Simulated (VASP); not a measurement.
Wanted: the native input for a VASP 6.6.1 run.

```
Task                   : single point
Functional             : PBEsol
Potentials or basis    : VASP PAW PBE potentials, release 64 (Mg, Te)
Cutoff                 : 600 eV
k mesh                 : 9 × 9 × 4
Occupations            : gaussian, width 0.02 eV
Spin                   : non-collinear spin, zero start, spin-orbit coupling
Starting moments       : [[0.0, 0.0, 0.0], [0.0, 0.0, 0.0], [0.0, 0.0, 0.0], [0.0, 0.0, 0.0]] μB
Dipole correction      : no
Further INCAR settings : ALGO = Normal; EDIFF = 1e-06; NBANDS = 30
```

The structure of MgTe (so) lies in POSCAR:

```
MgTe
1.0
    4.5617935129      0.0000000000      0.0000000000
   -2.2808967565      3.9506290690      0.0000000000
    0.0000000000      0.0000000000      7.4093508375
Mg Te
2 2
Direct
    0.3333333333      0.6666666667      0.9965420005
    0.6666666667      0.3333333333      0.4965420005
    0.3333333333      0.6666666667      0.3734579995
    0.6666666667      0.3333333333      0.8734579995
```

The input as run:

INCAR

```
SYSTEM = MgTe
PREC     = Accurate       ! precision mode
ENCUT    = 600            ! plane-wave cutoff, eV
EDIFF    = 1E-6           ! SCF threshold, eV
ISMEAR   = 0              ! smearing method
SIGMA    = 0.02           ! smearing width, eV
LREAL    = .False.        ! projectors in reciprocal space
LASPH    = .True.         ! aspherical terms in the spheres
NELM     = 200            ! most SCF steps
ALGO     = Normal         ! electronic algorithm
ISIF     = 2              ! what is computed and relaxed
LWAVE    = .False.        ! write WAVECAR
LCHARG   = .True.         ! write CHGCAR
LNONCOLLINEAR= .True.         ! non-collinear magnetism
MAGMOM   = 0 0 0 0 0 0 0 0 0 0 0 0 ! initial moments
LORBIT   = 11             ! projections on sites
LSORBIT  = .True.         ! spin-orbit coupling
GGA_COMPAT= .False.      
LORBMOM  = .True.       
GGA      = PS             ! functional
LVHAR    = .True.       
NBANDS   = 30             ! bands
```

KPOINTS

```
Automatic mesh
0
Gamma
  9 9 4
  0 0 0
```

Potentials or basis: VASP PAW PBE potentials, release 64 (Mg, Te).

The run is started by

```console
$ cat potpaw_PBE.64/Mg/POTCAR potpaw_PBE.64/Te/POTCAR > POTCAR
$ mpirun -np 1 vasp_ncl > vasp.out
```

It gave:

```
Pressure                                              : 0.1 GPa
Net moment                                            : 0.00 μB per cell
Valence electrons inside the program's atomic spheres : Mg 0.33; Te 3.50
```

Caveat: the PAW data sets were made with another functional, which shifts forces and pressure a little.

Run time: 8.3 min on 1 thread of Intel(R) Xeon(R) 6975P-C (Granite Rapids) (shared host), peak memory 0.77 GiB.
